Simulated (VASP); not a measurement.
# Ti (P6_3/mmc) in VASP: further runs, part 2 of 2

VASP 6.6.1. Earlier steps stand in the parts before.

**6. Single point, PBEsol (volume scaled by 1.08)**

Input file INCAR:

```
PREC     = Accurate       # precision mode
ENCUT    = 520            # plane-wave cutoff, eV
EDIFF    = 1E-7           # SCF threshold, eV
ISMEAR   = -1             # smearing method
SIGMA    = 0.1            # smearing width, eV
LREAL    = False          # projectors in reciprocal space
LASPH    = True           # aspherical terms in the spheres
NELM     = 100            # most SCF steps
ALGO     = Normal         # electronic algorithm
ISIF     = 2              # what is computed and relaxed
LWAVE    = False          # write WAVECAR
LCHARG   = False          # write CHGCAR
GGA      = PS             # functional
NBANDS   = 19             # bands
```

Input file KPOINTS:

```
Automatic mesh
0
Gamma
  20 20 11
```

Input file POSCAR:

```
Ti
1.0
    2.9763364526      0.0000000000      0.0000000000
   -1.4881682263      2.5775829782      0.0000000000
    0.0000000000      0.0000000000      4.7147128115
Ti
2
Direct
    0.3333333333      0.6666666667      0.2500000000
    0.6666666667      0.3333333333      0.7500000000
```

Potentials or basis: VASP PAW PBE potentials, release 64 (Ti_sv).

Launch:

```
$ cat potpaw_PBE.64/Ti_sv/POTCAR > POTCAR
$ mpirun -np 1 vasp_std > vasp.out
```

OUTCAR:

```text
PREC = Accurate
   ENCUT = 520
   EDIFF = 1E-7
   ISMEAR = -1
   LREAL = False
   LASPH = True
   NELM = 100
   ISIF = 2
   GGA = PS

 ion  position               nearest neighbor table
   1  0.333  0.667  0.250-   2 2.92   2 2.92   2 2.92   2 2.92   2 2.92   2 2.92
   2  0.667  0.333  0.750-   1 2.92   1 2.92   1 2.92   1 2.92   1 2.92   1 2.92

  LATTYP: Found a hexagonal cell.
 ALAT       =     2.9763364526
 C/A-ratio  =     1.5840658093

  Lattice vectors:

 A1 = (   2.9763364526,   0.0000000000,   0.0000000000)
 A2 = (  -1.4881682263,   2.5775829782,   0.0000000000)
 A3 = (   0.0000000000,   0.0000000000,   4.7147128115)

Analysis of symmetry for initial positions (statically):
=====================================================================
 Subroutine PRICEL returns:
 Original cell was already a primitive cell.

 Routine SETGRP: Setting up the symmetry group for a
 hexagonal supercell.

 Subroutine GETGRP returns: Found 24 space group operations
 (whereof 12 operations were pure point group operations)
 out of a pool of 24 trial point group operations.
[... 154 lines left out ...]

 number of electron      24.0000002 magnetization

 Free energy of the ion-electron system (eV)
  ---------------------------------------------------
  ext. energy  EPLUGINS =         0.00000000
  ---------------------------------------------------
  free energy    TOTEN  =       -16.64053739 eV

  energy without entropy =      -16.55885103  energy(sigma->0) =      -16.59969421

 E-fermi :   7.7676     XC(G=0): -11.4425

 val. band max:        7.7665520299   @ k =   0.0000   0.0000   0.3636
 cond. band min:       7.7698945362   @ k =   0.3000   0.2000   0.3636
 fundamental gap:      0.0033425063
 Fermi energy:         7.7675543155

 k-point     1 :       0.0000    0.0000    0.0000
  band No.  band energies     occupation
      1     -48.8997      2.00000
      2     -48.7813      2.00000
      3     -25.5434      2.00000
      4     -24.9756      2.00000
      5     -24.9756      2.00000
      6     -24.9130      2.00000
[... 505 lines left out ...]
      6     -25.0616      2.00000
[... 11 lines left out ...]
     18      10.5761      0.00000
     19      11.0721      0.00000

 [... further k-points ...]
[... 5 lines left out ...]
  --------------------------------------------------------------------------------------
  -------------------------------------------------------------------------------------
  Total       -1.8137281     -1.8137281     -1.8651795     -0.0000000      0.0000000      0.0000000
  in kB      -80.3401863    -80.3401863    -82.6192602     -0.0000000      0.0000000      0.0000000
  external PRESSURE =     -81.0998776 kB  Pullay stress =       0.0000000 kB

 VOLUME and BASIS-vectors are now :
 -----------------------------------------------------------------------------
  energy-cutoff  :      520.00
  volume of cell :       36.17
      direct lattice vectors                 reciprocal lattice vectors
     2.976336453  0.000000000  0.000000000     0.335983521  0.193980176  0.000000000
    -1.488168226  2.577582978  0.000000000     0.000000000  0.387960352  0.000000000
     0.000000000  0.000000000  4.714712812     0.000000000  0.000000000  0.212101996

 POSITION                                       TOTAL-FORCE (eV/Angst)
 -----------------------------------------------------------------------------------
     -0.00000      1.71839      1.17868         0.000000      0.000000      0.000000
      1.48817      0.85919      3.53603        -0.000000     -0.000000      0.000000
 -----------------------------------------------------------------------------------
    total drift:                               -0.000000      0.000000     -0.000000

  FREE ENERGIE OF THE ION-ELECTRON SYSTEM (eV)
  ---------------------------------------------------
  free  energy   TOTEN  =       -16.6405373914 eV

  energy  without entropy=      -16.5588510291  energy(sigma->0) =      -16.59969421
```

OSZICAR:

```text
N       E                     dE             d eps       ncg     rms          rms(c)
DAV:   1     0.262825889381E+03    0.26283E+03   -0.13074E+04 10040   0.156E+03
DAV:   2     0.110966438847E+02   -0.25173E+03   -0.24777E+03 10313   0.441E+02
DAV:   3    -0.178026979945E+02   -0.28899E+02   -0.28525E+02 18700   0.123E+02
DAV:   4    -0.190720883512E+02   -0.12694E+01   -0.12676E+01 11730   0.267E+01
DAV:   5    -0.191340293731E+02   -0.61941E-01   -0.61934E-01 14984   0.418E+00    0.120E+01
DAV:   6    -0.166534426862E+02    0.24806E+01   -0.91339E+00 11712   0.296E+01    0.274E+00
DAV:   7    -0.166282597268E+02    0.25183E-01   -0.76422E-01 15101   0.604E+00    0.204E+00
DAV:   8    -0.166477823129E+02   -0.19523E-01   -0.19630E-01 11204   0.520E+00    0.655E-01
DAV:   9    -0.166400948779E+02    0.76874E-02   -0.46234E-02 11655   0.208E+00    0.700E-02
DAV:  10    -0.166404625533E+02   -0.36768E-03   -0.27669E-03 14911   0.308E-01    0.875E-02
DAV:  11    -0.166405440526E+02   -0.81499E-04   -0.17231E-04 11610   0.859E-02    0.352E-02
DAV:  12    -0.166405374943E+02    0.65583E-05   -0.28161E-05 12569   0.424E-02    0.119E-02
DAV:  13    -0.166405374454E+02    0.48890E-07   -0.28633E-06 11072   0.154E-02    0.883E-04
DAV:  14    -0.166405373914E+02    0.54027E-07   -0.23154E-07  9312   0.267E-03
   1 F= -.16640537E+02 E0= -.16599694E+02  d E =-.816864E-01
```

Run time: 97 s. Hardware: 1 thread of Intel Xeon 6975P-C, shared host; peak memory 0.27 GiB.

What came out:

| Item | Value |
| --- | --- |
| Free energy | -16.6405 eV |
| Pressure | -8.1 GPa |
| Band gap on the k mesh | zero (band 12 reaches 8.54 eV, above the bottom of band 13 at 7.48 eV) |

Stress tensor (GPa, compression positive):
```
-8.03  0.00  0.00
 0.00 -8.03  0.00
 0.00  0.00 -8.26
```

Levels at points of the mesh, in eV from the Fermi level:
```tsv
k point	band 9	band 10	band 11	band 12	band 13	band 14	band 15	band 16
(0.00, 0.00, 0.00)	-6.09	-2.57	0.70	0.77	0.77	0.89	1.24	1.24
(0.50, 0.00, 0.00)	-2.28	-2.03	-1.72	-0.63	0.49	0.61	1.15	3.21
```

Caveat: the PAW data sets were made with another functional, which shifts forces and pressure a little.

**7. Summary**

| cell | gap on the mesh (eV) | pressure (GPa) |
| --- | --- | --- |
| a = 2.821, b = 2.821, c = 4.469 Å, angles 90.0, 90.0, 120.0°, 2 atoms | none | 11.0 |
| a = 2.862, b = 2.862, c = 4.533 Å, angles 90.0, 90.0, 120.0°, 2 atoms | none | 4.9 |
| a = 2.901, b = 2.901, c = 4.595 Å, angles 90.0, 90.0, 120.0°, 2 atoms | none | -0.3 |
| a = 2.939, b = 2.939, c = 4.656 Å, angles 90.0, 90.0, 120.0°, 2 atoms | none | -4.5 |
| a = 2.976, b = 2.976, c = 4.715 Å, angles 90.0, 90.0, 120.0°, 2 atoms | none | -8.1 |

Alike in all rows: task single point; level PBEsol; potentials or basis VASP PAW PBE potentials, release 64 (Ti_sv); no spin polarisation; k mesh 20 × 20 × 11; cutoff (eV) 520; smearing fermi-dirac 0.1 eV.

Caveats: the PAW data sets were made with another functional, which shifts forces and pressure a little.

Absolute energies hang on the potentials; compare differences alone.
